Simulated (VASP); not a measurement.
Set up this calculation in VASP 6.6.1, as the native input.

```yaml
Task: single point
Functional: LDA
Potentials_or_basis: VASP PAW LDA potentials, release 64 (Bi_d, Br, O)
Cutoff: 520 eV
k_mesh: 8 × 8 × 4
Occupations: gaussian, width 0.05 eV
Spin: no spin polarisation
Dipole_correction: no
Further_INCAR_settings: ALGO = Normal; EDIFF = 1e-07; NBANDS = 37
```

The structure of BiBrO lies in POSCAR:

```
BiBrO
1.0
    3.8826151614      0.0000000000      0.0000000000
    0.0000000000      3.8826151614      0.0000000000
    0.0000000000      0.0000000000      7.7553000000
Bi Br O
2 2 2
Direct
    0.0000000000      0.5000000000      0.1575579020
    0.5000000000      0.0000000000      0.8424420980
    0.0000000000      0.5000000000      0.6517216503
    0.5000000000      0.0000000000      0.3482783497
    0.0000000000      0.0000000000      0.0000000000
    0.5000000000      0.5000000000      0.0000000000
```

One way to write it, as run:

INCAR

```
SYSTEM = BiBrO
ALGO = Normal ; EDIFF = 1E-7
ENCUT = 520 ; GGA = CA
ISIF = 2 ; ISMEAR = 0
LASPH = .TRUE. ; LCHARG = .TRUE.
LELF = .TRUE. ; LREAL = .FALSE.
LVHAR = .TRUE. ; LWAVE = .FALSE.
NBANDS = 37 ; NELM = 100
PREC = Accurate ; SIGMA = 0.05
```

KPOINTS

```
k-points
0
G
  8 8 4
  0 0 0
```

Potentials or basis: VASP PAW LDA potentials, release 64 (Bi_d, Br, O).

Command:

```console
$ cat potpaw_LDA.64/Bi_d/POTCAR potpaw_LDA.64/Br/POTCAR potpaw_LDA.64/O/POTCAR > POTCAR
$ mpirun -np 1 vasp_std > vasp.out
```

It gave:

| Quantity | Value |
| --- | --- |
| Pressure | 1.8 GPa |
| Largest force | 0.370 eV/Å |
| Band gap on the k mesh | 1.97 eV (least direct gap 2.17 eV) |

Caveat: spin-orbit coupling is left out, which moves the levels of the heavy elements.

Run time: 3.3 min on 1 thread of Intel Xeon 8259CL (shared host), peak memory 0.3 GiB.
